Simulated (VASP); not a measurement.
# W: relaxation of the atoms with PBE+D3(BJ)

The system is W, a slab with vacuum.

```
W
1.0
     6.31875    0.00000    0.00000
     0.00000    6.31875    0.00000
     0.00000    0.00000   22.31875
W
20
Direct
  0.25000 0.75000 0.35844
  0.25000 0.25000 0.35844
  0.75000 0.75000 0.35844
  0.75000 0.25000 0.35844
  0.50000 0.50000 0.42922
  0.50000 0.00000 0.42922
  0.00000 0.50000 0.42922
  0.00000 0.00000 0.42922
  0.75000 0.25000 0.50000
  0.75000 0.75000 0.50000
  0.25000 0.25000 0.50000
  0.25000 0.75000 0.50000
  0.00000 0.00000 0.57078
  0.00000 0.50000 0.57078
  0.50000 0.00000 0.57078
  0.50000 0.50000 0.57078
  0.25000 0.75000 0.64156
  0.25000 0.25000 0.64156
  0.75000 0.75000 0.64156
  0.75000 0.25000 0.64156
```

```
Program                   : VASP 6.6.1
Task                      : relaxation of the atoms
Functional                : PBE
Dispersion                : D3(BJ)
Potentials or basis       : VASP PAW PBE potentials, release 64 (W_sv)
Cutoff                    : 520 eV
k mesh                    : 3 × 3 × 1
Occupations               : gaussian, width 0.1 eV
Spin                      : no spin polarisation
Dipole correction         : yes
Atoms held fixed (from 0) : [0, 1, 2, 3, 4, 5, 6, 7]
Further INCAR settings    : LREAL = Auto; ALGO = Normal; EDIFF = 1e-06; IBRION = 2; EDIFFG = -0.03; NSW = 90
```

The energy gained by relaxing is 23.3 meV/atom and the ionic steps are 10. The band gap on the k mesh is zero (bands 140 and 141 overlap by 0.24 eV) and the dispersion energy per atom is -0.472 eV.

Step by step:
| step | energy change (eV) | largest force on free atoms (eV/Å) | pressure (GPa) |
| --- | --- | --- | --- |
| 1 | 0.0000 | 1.4869 | -4.91 |
| 2 | -0.4296 | 0.3353 | -4.00 |
| 3 | -0.4363 | 0.2051 | -3.82 |
| 4 | -0.4368 | 0.1705 | -3.86 |
| 5 | -0.4461 | 0.1241 | -3.73 |
| 6 | -0.4568 | 0.1634 | -3.48 |
| 7 | -0.4472 | 0.3753 | -2.96 |
| 8 | -0.4583 | 0.2181 | -3.34 |
| 9 | -0.4649 | 0.1029 | -3.26 |
| 10 | -0.4666 | 0.0235 | -3.19 |

Final structure:
```
W
1.0
     6.31875    0.00000    0.00000
     0.00000    6.31875    0.00000
     0.00000    0.00000   22.31875
W
20
Cartesian
  1.5797 4.7391 8.0000
  1.5797 1.5797 8.0000
  4.7391 4.7391 8.0000
  4.7391 1.5797 8.0000
  3.1594 3.1594 9.5797
  3.1594 0.0000 9.5797
  0.0000 3.1594 9.5797
  0.0000 0.0000 9.5797
  4.7391 1.5797 11.1390
  4.7391 4.7391 11.1390
  1.5797 1.5797 11.1390
  1.5797 4.7391 11.1390
  0.0000 0.0000 12.7825
  0.0000 3.1594 12.7825
  3.1594 0.0000 12.7825
  3.1594 3.1594 12.7825
  1.5797 4.7391 14.1967
  1.5797 1.5797 14.1967
  4.7391 4.7391 14.1967
  4.7391 1.5797 14.1967
```

Levels at points of the mesh, in eV from the Fermi level:
| k point | band 135 | band 136 | band 137 | band 138 | band 139 | band 140 | band 141 | band 142 |
| --- | --- | --- | --- | --- | --- | --- | --- | --- |
| (0.00, 0.00, 0.00) | -0.26 | -0.26 | -0.06 | 0.01 | 0.01 | 0.03 | 0.05 | 0.05 |

Wall time 24 min on 4 MPI ranks on Intel(R) Xeon(R) Platinum 8488C (Sapphire Rapids), with other jobs on the host, peak memory 0.61 GiB a rank.

Caveat: spin-orbit coupling is left out, which moves the levels of the heavy elements.
